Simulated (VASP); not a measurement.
A run of VASP 6.6.1:

The input INCAR:

```
PREC = Accurate
ENCUT = 520
EDIFF = 1E-6
ISMEAR = -1
SIGMA = 0.1
LREAL = False
LASPH = True
NELM = 60
ALGO = Normal
ISIF = 2
LWAVE = False
LCHARG = False
GGA = PE
NBANDS = 11
```

Contents of KPOINTS:

```
regular mesh
0
Gamma
  12 12 12
```

The input POSCAR:

```
Ca
1.0
    2.7955397159      0.0000000000      0.0000000000
    0.0000000000      2.7955397159      0.0000000000
    0.0000000000      0.0000000000      2.7955397159
Ca
1
Direct
    0.0000000000      0.0000000000      0.0000000000
```

Potentials or basis: VASP PAW PBE potentials, release 64 (Ca_sv).

The run is started by

```bash
$ cat potpaw_PBE.64/Ca_sv/POTCAR > POTCAR
$ mpirun -np 1 vasp_std > vasp.out
```

Hardware: 1 thread of Intel(R) Xeon(R) 6975P-C (Granite Rapids) (shared host).

Problem. How long does it take, and how much memory?

Solution. Run time: 4.7 s on 1 thread of Intel(R) Xeon(R) 6975P-C (Granite Rapids), with other jobs on the host, peak memory 0.15 GiB. Counts: scf iterations 10, k points 84.
